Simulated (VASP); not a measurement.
# Be27HS in VASP: single point with PBE+D3(BJ)

Aim: the single point of Be27HS with PBE+D3(BJ).

All numbers are computed with VASP 6.6.1; they aren't measurements. Logs are shortened: lines on timing, memory, paths and dates and some standing lists are left out, and cuts for length are marked.

### 1 The cell of the first run

The cell holds a slab with vacuum, 29 atoms: a = 6.870 Å, b = 6.870 Å, c = 16.588 Å, α = 90.00°, β = 90.00°, γ = 60.00°.

### 2 Single point, PBE+D3(BJ)

Input file INCAR:

```
ALGO = Normal
EDIFF = 1E-6
ENCUT = 520
GGA = PE
ISIF = 2
ISMEAR = 0
IVDW = 12
LASPH = T
LCHARG = F
LREAL = Auto
LWAVE = F
NBANDS = 50
NELM = 100
PREC = Accurate
SIGMA = 0.15
```

Input file KPOINTS:

```
k-points
0
Gamma
  3 3 1
```

Input file POSCAR:

```
Be27HS
1.0
    6.8700000000      0.0000000000      0.0000000000
    3.4350000000      5.9495950000      0.0000000000
    0.0000000000      0.0000000000     16.5884300000
Be S H
27 1 1
Direct
    0.0000000000      0.0000000000      0.0602830000
    0.3333333000      0.0000000000      0.0602830000
    0.6666667000      0.0000000000      0.0602830000
    0.0000000000      0.3333333000      0.0602830000
    0.3333333000      0.3333333000      0.0602830000
    0.6666667000      0.3333333000      0.0602830000
    0.0000000000      0.6666667000      0.0602830000
    0.3333333000      0.6666667000      0.0602830000
    0.6666667000      0.6666667000      0.0602830000
   -0.1176298448      0.2094442180      0.1716994602
    0.2415141540      0.2094411229      0.1716958822
    0.5456139614      0.2420840919      0.1684246999
   -0.1211172781      0.5755855743      0.1664894652
    0.2107119185      0.5460240608      0.1692095735
    0.5765966129      0.5460326805      0.1692053911
   -0.0870003482      0.8769345050      0.1711471376
    0.2133119633      0.9067245011      0.1672126088
    0.5434158338      0.8769400106      0.1711381673
   -0.0137056487      0.0035612912      0.2837186710
    0.3434235509      0.0035098206      0.2836753036
    0.6654714960      0.0023694411      0.2724577410
   -0.0054115500      0.3441348432      0.2722180921
    0.3346797636      0.3353729410      0.2789289869
    0.6632035994      0.3354349267      0.2789145931
   -0.0053795333      0.6607425489      0.2765317389
    0.3378557923      0.6576522663      0.2720840214
    0.6779744899      0.6607588873      0.2765183100
    0.2025150985      0.9283832537      0.3818966710
    0.3191653157      0.6952047538      0.3896312108
```

Potentials or basis: VASP PAW PBE potentials, release 64 (Be, S, H).

Launch:

```bash
cat potpaw_PBE.64/Be/POTCAR potpaw_PBE.64/S/POTCAR potpaw_PBE.64/H/POTCAR > POTCAR
mpirun -np 1 vasp_std > vasp.out
```

OUTCAR:

```text
EDIFF = 1E-6
   ENCUT = 520
   GGA = PE
   ISIF = 2
   ISMEAR = 0
   IVDW = 12
   LASPH = T
   LREAL = Auto
   NELM = 100
   PREC = Accurate
 IVDW          = 12

 ion  position               nearest neighbor table
   1  0.000  0.000  0.060-  17 2.18  16 2.23  10 2.23   3 2.29   2 2.29   8 2.29   4 2.29   6 2.29
                             7 2.29
   2  0.333  0.000  0.060-  17 2.18  18 2.23  11 2.23   1 2.29   4 2.29   5 2.29   8 2.29   9 2.29
                             3 2.29
   3  0.667  0.000  0.060-   1 2.29   6 2.29   7 2.29   9 2.29   5 2.29   2 2.29  12 2.30  18 2.35
                            16 2.35
   4  0.000  0.333  0.060-  13 2.28   6 2.29   5 2.29   2 2.29   1 2.29   9 2.29   7 2.29  11 2.34
                            10 2.34
   5  0.333  0.333  0.060-  12 2.20  14 2.21  11 2.25   4 2.29   2 2.29   3 2.29   7 2.29   6 2.29
                             8 2.29
   6  0.667  0.333  0.060-  12 2.20  15 2.21  10 2.25   4 2.29   1 2.29   3 2.29   5 2.29   9 2.29
                             8 2.29
   7  0.000  0.667  0.060-  13 2.17  14 2.20  16 2.23   9 2.29   8 2.29   3 2.29   1 2.29   5 2.29
                             4 2.29
   8  0.333  0.667  0.060-  17 2.28   7 2.29   1 2.29   2 2.29   9 2.29   6 2.29   5 2.29  15 2.32
                            14 2.32
   9  0.667  0.667  0.060-  13 2.17  15 2.20  18 2.23   7 2.29   3 2.29   2 2.29   4 2.29   8 2.29
[... 23 lines left out ...]
  21  0.665  0.002  0.272-  19 2.22  20 2.22  18 2.23  16 2.23  12 2.24  23 2.28  24 2.28  27 2.31
                            25 2.31
  22  0.995  0.344  0.272-  27 2.18  25 2.18  10 2.22  11 2.22  13 2.23  23 2.31  24 2.31  20 2.38
                            19 2.38
  23  0.335  0.335  0.279-  11 2.21  14 2.21  12 2.22  26 2.23  20 2.25  24 2.26  21 2.28  25 2.29
                            22 2.31
  24  0.663  0.335  0.279-  10 2.21  15 2.21  12 2.22  26 2.23  19 2.25  23 2.26  21 2.28  27 2.29
                            22 2.31
  25  0.995  0.661  0.277-  27 2.18  22 2.18  16 2.18  13 2.18  14 2.20  23 2.29  21 2.31  19 2.33
                            26 2.35
  26  0.338  0.658  0.272-  15 2.22  14 2.22  24 2.23  23 2.23  17 2.29  27 2.35  25 2.35  28 2.43

  27  0.678  0.661  0.277-  25 2.18  22 2.18  18 2.18  13 2.18  15 2.20  24 2.29  21 2.31  20 2.33
                            26 2.35
  28  0.203  0.928  0.382-  29 1.39  20 2.09  19 2.09  26 2.43
  29  0.319  0.695  0.390-  28 1.39

  LATTYP: Found a hexagonal cell.
 ALAT       =     6.8700004122
 C/A-ratio  =     2.4146184868

  Lattice vectors:

 A1 = (  -3.4350000000,  -5.9495950000,   0.0000000000)
 A2 = (   6.8700000000,   0.0000000000,   0.0000000000)
 A3 = (   0.0000000000,   0.0000000000,  16.5884300000)

Analysis of symmetry for initial positions (statically):
=====================================================================
 Subroutine PRICEL returns:
[... 169 lines left out ...]
   NUPDOWN=      -1.0000    fix difference up-down
   EMIN   =  10.00;   EMAX   =-10.00  energy-range for DOS
   EFERMI =   0.00;   METHOD = LEGACY
   ISMEAR =     0;   SIGMA  =   0.15  broadening in eV -4-tet -1-fermi 0-gaus
   EFERMI_NEDOS =   21; number of points for ismear=-14 and -15
   IALGO  =     38    algorithm
   IMIX   =      4    mixing-type and parameters
     AMIX     =   0.40;   BMIX     =  1.00
     AMIX_MAG =   1.60;   BMIX_MAG =  1.00
  volume/ion in A,a.u.               =      23.38       157.78
  Fermi-wavevector in a.u.,A,eV,Ry     =   0.733559  1.386225  7.321412  0.538109
  Thomas-Fermi vector in A             =   1.826297
   LORBIT       =      0    0 simple, 1 ext, 2 COOP (PROOUT), +10 PAW based schemes
   GGA     = PE    functional components
   LHFCALC =     F    Hartree Fock is set to
   AEXX    =    0.0000 exact exchange contribution
   IVDW    =    12    specifies the selected vdW correction
   LEPSILON=     F    determine dielectric tensor
   LRPA    =     F    only Hartree local field effects (RPA)
 non-spin polarized calculation
 Gauss-broadening in eV      SIGMA  =   0.15
  energy-cutoff  :      520.00
  volume of cell :      678.03
 maximum number of plane-waves:     18280
 NGX is ok and might be reduce to    54
   NGX = 25   NGY = 25   NGZ = 61

 number of electron      61.0000000 magnetization

 Free energy of the ion-electron system (eV)
  ---------------------------------------------------
  ext. energy  EPLUGINS =         0.00000000
  ---------------------------------------------------
  free energy    TOTEN  =      -100.98152120 eV

  energy without entropy =     -100.89245867  energy(sigma->0) =     -100.93698994

 E-fermi :  -0.9153     XC(G=0):  -4.9049

 val. band max:       -0.9708934969   @ k =   0.0000   0.0000   0.0000
 cond. band min:      -0.8843368954   @ k =   0.3333   0.0000   0.0000
 fundamental gap:      0.0865566015
 Fermi energy:        -0.9153058870

 k-point     1 :       0.0000    0.0000    0.0000
  band No.  band energies     occupation
      1     -15.5495      2.00000
      2     -10.6187      2.00000
      3      -8.4793      2.00000
      4      -8.1932      2.00000
      5      -7.6239      2.00000
      6      -7.5980      2.00000
[... 214 lines left out ...]
     41       2.9907      0.00000
     42       3.2826      0.00000
 [bands above 42 left out]

------------------------ aborting loop because EDIFF is reached ----------------------------------------

 Edisp (eV)   -6.40679

 E8    (eV) :    -2.3303

  FORCE on cell =-STRESS in cart. coord.  units (eV):
  Direction    XX          YY          ZZ          XY          YZ          ZX
  --------------------------------------------------------------------------------------
  -------------------------------------------------------------------------------------
  Total     -22.06837   -22.87706     0.07871     0.00179    -0.00736     0.00032
  in kB     -52.14725   -54.05819     0.18599     0.00423    -0.01738     0.00075
  external pressure =      -35.34 kB  Pullay stress =        0.00 kB

 VOLUME and BASIS-vectors are now :
 -----------------------------------------------------------------------------
  energy-cutoff  :      520.00
  volume of cell :      678.03
      direct lattice vectors                 reciprocal lattice vectors
     6.870000000  0.000000000  0.000000000     0.145560408 -0.084039334  0.000000000
     3.435000000  5.949595000  0.000000000     0.000000000  0.168078668  0.000000000
     0.000000000  0.000000000 16.588430000     0.000000000  0.000000000  0.060282980

 POSITION                                       TOTAL-FORCE (eV/Angst)
 -----------------------------------------------------------------------------------
      0.00000      0.00000      1.00000        -0.090777      0.078475      0.025608
      2.29000      0.00000      1.00000         0.090961      0.078519      0.025023
      4.58000      0.00000      1.00000         0.000116     -0.107825      0.083692
      1.14500      1.98320      1.00000        -0.000139     -0.228818      0.109910
      3.43500      1.98320      1.00000        -0.152937     -0.000499     -0.148300
      5.72500      1.98320      1.00000         0.152841     -0.000490     -0.148542
[... 21 lines left out ...]
      4.58028      5.52350      6.33507        -0.000387     -0.072319      0.015373
      4.58069      4.13619      6.46337        -0.000644      0.064405     -0.009831
 -----------------------------------------------------------------------------------
    total drift:                               -0.000072     -0.003053      0.002367

  FREE ENERGIE OF THE ION-ELECTRON SYSTEM (eV)
  ---------------------------------------------------
  free  energy   TOTEN  =      -107.3883109453 eV

  energy  without entropy=     -107.2992484172  energy(sigma->0) =     -107.34377968
```

OSZICAR:

```text
N       E                     dE             d eps       ncg     rms          rms(c)
DAV:   1     0.220566582850E+03    0.22057E+03   -0.19876E+04   500   0.898E+02
DAV:   2    -0.854326238417E+02   -0.30600E+03   -0.29365E+03   666   0.180E+02
DAV:   3    -0.108239297874E+03   -0.22807E+02   -0.22045E+02   624   0.453E+01
[... 16 lines left out ...]
DAV:  20    -0.100981492512E+03   -0.30123E-04   -0.20151E-06   608   0.409E-03    0.574E-03
DAV:  21    -0.100981517701E+03   -0.25189E-04   -0.34427E-06   584   0.423E-03    0.916E-04
DAV:  22    -0.100981519204E+03   -0.15027E-05   -0.16170E-07   480   0.133E-03    0.790E-04
DAV:  23    -0.100981520605E+03   -0.14016E-05   -0.77632E-08   448   0.701E-04    0.571E-04
DAV:  24    -0.100981521203E+03   -0.59773E-06   -0.59347E-08   472   0.594E-04
   1 F= -.10738831E+03 E0= -.10734378E+03  d E =-.890625E-01
```

stdout:

```text
POSCAR found type information on POSCAR BeS H
 POSCAR found :  3 types and      29 ions
 scaLAPACK will be used
 LDA part: xc-table for (Slater+PW92), standard interpolation
 POSCAR, INCAR and KPOINTS ok, starting setup
 FFT: planning ... GRIDC
 FFT: planning ... GRID_SOFT
 FFT: planning ... GRID
 WAVECAR not read
 entering main loop
```

Run time: 7.6 min. Hardware: 1 thread of Intel Xeon Platinum 8375C at 2.90GHz (Ice Lake), shared host; peak memory 0.75 GiB.

What came out:

```yaml
Free_energy: -107.3883 eV
Largest_force: 0.255 eV/Å
Dispersion_energy_per_atom: -0.221 eV
```

Forces on the atoms (eV/Å):
```
Be  -0.091  0.078  0.026
Be   0.091  0.079  0.025
Be   0.000 -0.108  0.084
Be   0.000 -0.229  0.110
Be  -0.153  0.000 -0.148
Be   0.153  0.000 -0.149
Be   0.212  0.125 -0.066
Be   0.000 -0.071  0.127
Be  -0.212  0.125 -0.066
Be   0.000  0.002  0.001
Be  -0.001  0.003  0.001
Be   0.000 -0.002  0.001
Be   0.000 -0.004 -0.003
Be   0.005  0.001 -0.001
Be  -0.005  0.001 -0.001
Be  -0.003  0.004 -0.001
Be  -0.001 -0.004  0.003
Be   0.003  0.004 -0.001
Be   0.004 -0.002  0.001
Be  -0.002  0.000  0.003
Be   0.000  0.002  0.002
Be   0.000 -0.008 -0.007
Be  -0.005 -0.001  0.011
Be   0.006 -0.004  0.012
Be   0.001 -0.002  0.010
Be  -0.001  0.021  0.009
Be  -0.001 -0.002  0.011
S    0.000 -0.072  0.015
H   -0.001  0.064 -0.010
```
